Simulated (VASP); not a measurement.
# C21O in VASP: further runs, part 2 of 2

VASP 6.6.1. The steps go on from the part before.

## 3. Single point, PBE+D3(BJ)

File INCAR:

```
PREC = Accurate ; ENCUT = 520
EDIFF = 1E-6 ; ISMEAR = 0
SIGMA = 0.05 ; LREAL = Auto
LASPH = True ; NELM = 100
ALGO = Normal ; ISIF = 2
LWAVE = False ; LCHARG = True
LDIPOL = True ; IDIPOL = 3
DIPOL = 0.5 0.5 0.296 ; GGA = PE
IVDW = 12 ; LELF = True
LVHAR = True ; LVACPOTAV = True
NBANDS = 62
```

File KPOINTS:

```
Automatic mesh
0
Gamma
  5 8 1
```

File POSCAR:

```
C21O
1.0
    5.0304222913      0.0000000000      0.0000000000
    0.0000000000      3.5570457144      0.0000000000
    0.0000000000      0.0000000000     23.8251416051
C O
21 1
Direct
    0.2500000000      0.0000000000      0.1678898731
    0.7500000000      0.0000000000      0.1678898731
    0.0000000000      0.2500000000      0.1678898731
    0.5000000000      0.2500000000      0.1678898731
    0.0000000000      0.5000000000      0.2206746831
    0.5000000000      0.5000000000      0.2206746831
    0.2500000000      0.7500000000      0.2206746831
    0.7500000000      0.7500000000      0.2206746831
    0.2500000000      0.0023818432      0.2733210081
    0.7500000000      0.0023818432      0.2733210081
    0.0000000000      0.2476181568      0.2733210081
    0.5000000000      0.2476181568      0.2733210081
    0.0000000000      0.5094747646      0.3275705903
    0.5000000000      0.5094747646      0.3275705903
    0.2500000000      0.7405252354      0.3275705903
    0.7500000000      0.7405252354      0.3275705903
    0.2500000000      0.0286707501      0.3725115994
    0.7500000000      0.0286707501      0.3725115994
    0.0000000000      0.2213292499      0.3725115994
    0.5000000000      0.2213292499      0.3725115994
    0.2500000000      0.7786707501      0.5550918364
    0.2500000000      0.7786707501      0.5068234979
```

Potentials or basis: VASP PAW PBE potentials, release 64 (C, O).

Started as:

```bash
$ cat potpaw_PBE.64/C/POTCAR potpaw_PBE.64/O/POTCAR > POTCAR
$ mpirun -np 1 vasp_std > vasp.out
```

OUTCAR:

```text
PREC = Accurate
   ENCUT = 520
   EDIFF = 1E-6
   ISMEAR = 0
   LREAL = Auto
   LASPH = True
   NELM = 100
   ISIF = 2
   GGA = PE
   IVDW = 12
 IVDW          = 12

 ion  position               nearest neighbor table
   1  0.250  0.000  0.168-   3 1.54   4 1.54   7 1.54
   2  0.750  0.000  0.168-   3 1.54   4 1.54   8 1.54
   3  0.000  0.250  0.168-   1 1.54   2 1.54   5 1.54
   4  0.500  0.250  0.168-   1 1.54   2 1.54   6 1.54
   5  0.000  0.500  0.221-   7 1.54   8 1.54   3 1.54  11 1.54
   6  0.500  0.500  0.221-   7 1.54   8 1.54   4 1.54  12 1.54
   7  0.250  0.750  0.221-   5 1.54   6 1.54   1 1.54   9 1.54
   8  0.750  0.750  0.221-   5 1.54   6 1.54   2 1.54  10 1.54
   9  0.250  0.002  0.273-  11 1.53  12 1.53   7 1.54  15 1.59
  10  0.750  0.002  0.273-  11 1.53  12 1.53   8 1.54  16 1.59
  11  0.000  0.248  0.273-   9 1.53  10 1.53   5 1.54  13 1.59
  12  0.500  0.248  0.273-   9 1.53  10 1.53   6 1.54  14 1.59
  13  0.000  0.509  0.328-  19 1.48  16 1.50  15 1.50  11 1.59
  14  0.500  0.509  0.328-  20 1.48  16 1.50  15 1.50  12 1.59
  15  0.250  0.741  0.328-  17 1.48  14 1.50  13 1.50   9 1.59
  16  0.750  0.741  0.328-  18 1.48  14 1.50  13 1.50  10 1.59
  17  0.250  0.029  0.373-  19 1.43  20 1.43  15 1.48
  18  0.750  0.029  0.373-  19 1.43  20 1.43  16 1.48
  19  0.000  0.221  0.373-  17 1.43  18 1.43  13 1.48
[... 1131 lines left out ...]
     57       6.9304      0.00000
 [bands above 57 left out]

------------------------ aborting loop because EDIFF is reached ----------------------------------------

 Edisp (eV)   -3.10847

 E8    (eV) :    -0.9308

  FORCE on cell =-STRESS in cart. coord.  units (eV):
  Direction    XX          YY          ZZ          XY          YZ          ZX
  --------------------------------------------------------------------------------------
  -------------------------------------------------------------------------------------
  Total      -8.24810    11.30824    -5.44541     0.00000    -0.04805     0.00000
  in kB     -30.99811    42.49876   -20.46501     0.00000    -0.18059     0.00000
  external pressure =       -2.99 kB  Pullay stress =        0.00 kB

 VOLUME and BASIS-vectors are now :
 -----------------------------------------------------------------------------
  energy-cutoff  :      520.00
  volume of cell :      426.31
      direct lattice vectors                 reciprocal lattice vectors
     5.030422291  0.000000000  0.000000000     0.198790468  0.000000000  0.000000000
     0.000000000  3.557045714  0.000000000     0.000000000  0.281132175  0.000000000
     0.000000000  0.000000000 23.825141605     0.000000000  0.000000000  0.041972468

 POSITION                                       TOTAL-FORCE (eV/Angst)
 -----------------------------------------------------------------------------------
      1.25761      0.00000      4.00000         0.000000      4.258718      0.936002
      3.77282      0.00000      4.00000         0.000000      4.259902      0.942465
      0.00000      0.88926      4.00000        -0.000926     -4.260629      0.939501
      2.51521      0.88926      4.00000         0.000926     -4.260629      0.939501
      0.00000      1.77852      5.25761        -0.000821      1.061451     -0.968799
      2.51521      1.77852      5.25761         0.000821      1.061451     -0.968799
[... 14 lines left out ...]
      1.25761      2.76977     13.22514         0.000000      0.007727     -0.733560
      1.25761      2.76977     12.07514         0.000000     -0.016906      0.723595
 -----------------------------------------------------------------------------------
    total drift:                                0.000000      0.009461      0.029596

  FREE ENERGIE OF THE ION-ELECTRON SYSTEM (eV)
  ---------------------------------------------------
  free  energy   TOTEN  =      -186.4386943505 eV

  energy  without entropy=     -186.4335820814  energy(sigma->0) =     -186.43613822

 vacuum level on the upper side and lower side of the slab         4.460         4.848
```

OSZICAR:

```text
N       E                     dE             d eps       ncg     rms          rms(c)
DAV:   1     0.688299647237E+03    0.68830E+03   -0.40344E+04  1868   0.123E+03
DAV:   2    -0.103863324823E+03   -0.79216E+03   -0.76090E+03  2612   0.299E+02
DAV:   3    -0.188692131252E+03   -0.84829E+02   -0.83774E+02  2192   0.997E+01
[... 18 lines left out ...]
DAV:  22    -0.183330200861E+03   -0.33317E-04   -0.24792E-06  1696   0.581E-03    0.195E-03
DAV:  23    -0.183330221682E+03   -0.20821E-04   -0.99535E-07  1622   0.413E-03    0.746E-04
DAV:  24    -0.183330227645E+03   -0.59631E-05   -0.31873E-07  1444   0.203E-03    0.620E-04
DAV:  25    -0.183330228704E+03   -0.10587E-05   -0.85746E-08  1488   0.114E-03    0.293E-04
DAV:  26    -0.183330229184E+03   -0.48005E-06   -0.80399E-08  1390   0.941E-04
   1 F= -.18643869E+03 E0= -.18643614E+03  d E =-.511227E-02
```

It took 21 min on 1 thread of Oxide Virtual Turin-like, shared host; peak memory 0.57 GiB.

Results:

- Free energy: -186.4387 eV
- Largest force: 4.363 eV/Å
- Band gap on the k mesh: zero (bands 45 and 46 overlap by 0.03 eV)
- Dispersion energy per atom: -0.141 eV

Forces on the atoms (eV/Å):
```
C    0.000  4.259  0.936
C    0.000  4.260  0.942
C   -0.001 -4.261  0.940
C    0.001 -4.261  0.940
C   -0.001  1.061 -0.969
C    0.001  1.061 -0.969
C    0.000 -1.065 -0.964
C    0.000 -1.062 -0.973
C    0.000 -0.005  0.006
C    0.000 -0.011  0.018
C    0.000  0.011  0.010
C    0.000  0.011  0.010
C    0.007 -0.002 -0.019
C   -0.007 -0.002 -0.019
C    0.000 -0.004  0.003
C    0.000 -0.007 -0.022
C    0.000  0.021 -0.030
C    0.000 -0.010  0.058
C    0.004  0.006  0.057
C   -0.004  0.006  0.057
C    0.000  0.008 -0.734
O    0.000 -0.017  0.724
```

Levels at points of the mesh, in eV from the Fermi level:
```
           k point  band 41  band 42  band 43  band 44  band 45  band 46  band 47  band 48  band 49  band 50
(0.00, 0.00, 0.00)    -1.35    -0.81    -0.71    -0.71    -0.04    -0.04     0.13     1.51     3.00     3.35
(0.00, 0.50, 0.00)    -2.57    -0.55    -0.37    -0.16    -0.16     0.14     0.64     0.64     1.03     2.38
```

## 4. Single point, PBE+D3(BJ)

File INCAR:

```
SYSTEM = C21O
ALGO     = Normal         ! electronic algorithm
DIPOL    = 0.5 0.5 0.296
EDIFF    = 1E-6           ! SCF threshold, eV
ENCUT    = 520            ! plane-wave cutoff, eV
GGA      = PE             ! functional
IDIPOL   = 3            
ISIF     = 2              ! what is computed and relaxed
ISMEAR   = 0              ! smearing method
IVDW     = 12             ! dispersion correction
LASPH    = .TRUE.         ! aspherical terms in the spheres
LCHARG   = .FALSE.        ! write CHGCAR
LDIPOL   = .TRUE.       
LREAL    = Auto         
LWAVE    = .FALSE.        ! write WAVECAR
NBANDS   = 62             ! bands
NELM     = 60             ! most SCF steps
PREC     = Accurate       ! precision mode
SIGMA    = 0.05           ! smearing width, eV
```

File KPOINTS:

```
k-points
0
G
  5 8 1
  0 0 0
```

POSCAR, as its differences from that of step 3:

```diff
@@ -28,3 +28,3 @@
     0.5000000000      0.2213292499      0.3725115994
-    0.2500000000      0.7786707501      0.5550918364
-    0.2500000000      0.7786707501      0.5068234979
+    0.5000000000      0.2786707501      0.5550918364
+    0.5000000000      0.2786707501      0.5068234979
```

Started as:

```bash
$ cat potpaw_PBE.64/C/POTCAR potpaw_PBE.64/O/POTCAR > POTCAR
$ mpirun -np 1 vasp_std > vasp.out
```

Run time: 22 min. Hardware: 1 thread of Oxide Virtual Turin-like, shared host; peak memory 0.57 GiB.

It converged, with:

| Property | Result |
| --- | --- |
| Free energy | -186.4256 eV |
| Largest force | 4.365 eV/Å |
| Band gap on the k mesh | zero (bands 45 and 46 overlap by 0.03 eV) |
| Dispersion energy per atom | -0.141 eV |

Forces in eV/Å, atoms in the order of the input:
```
C   -0.002  4.260  0.939
C    0.002  4.260  0.939
C    0.000 -4.262  0.942
C    0.000 -4.258  0.936
C    0.000  1.060 -0.974
C    0.000  1.063 -0.964
C   -0.001 -1.062 -0.969
C    0.001 -1.062 -0.969
C    0.000 -0.013  0.009
C    0.000 -0.013  0.009
C    0.000  0.010  0.019
C    0.000  0.005  0.003
C    0.000  0.008 -0.022
C    0.000 -0.002 -0.001
C    0.008  0.004 -0.021
C   -0.008  0.004 -0.021
C    0.001 -0.010  0.051
C   -0.001 -0.010  0.051
C    0.000  0.007  0.060
C    0.000 -0.013 -0.057
C    0.000  0.001 -0.730
O    0.000  0.023  0.768
```

Levels at points of the mesh, in eV from the Fermi level:
```csv
k point,band 42,band 43,band 44,band 45,band 46,band 47,band 48,band 49
"(0.00, 0.00, 0.00)",-0.80,-0.71,-0.71,-0.04,-0.04,0.13,1.51,2.98
"(0.00, 0.50, 0.00)",-0.55,-0.36,-0.16,-0.16,0.14,0.64,0.65,1.01
```

## 5. Summary

| cell | gap on the mesh (eV) | largest force (eV/Å) |
| --- | --- | --- |
| as given, atomic positions A | none | 4.36 |
| as given, atomic positions B | none | 4.36 |
| as given, atomic positions C | none | 4.36 |

Alike in all rows: task single point; level PBE+D3(BJ); potentials or basis VASP PAW PBE potentials, release 64 (C, O); no spin polarisation; k mesh 5 × 8 × 1; cutoff (eV) 520; smearing gaussian 0.05 eV.

Absolute energies hang on the potentials; compare differences alone.
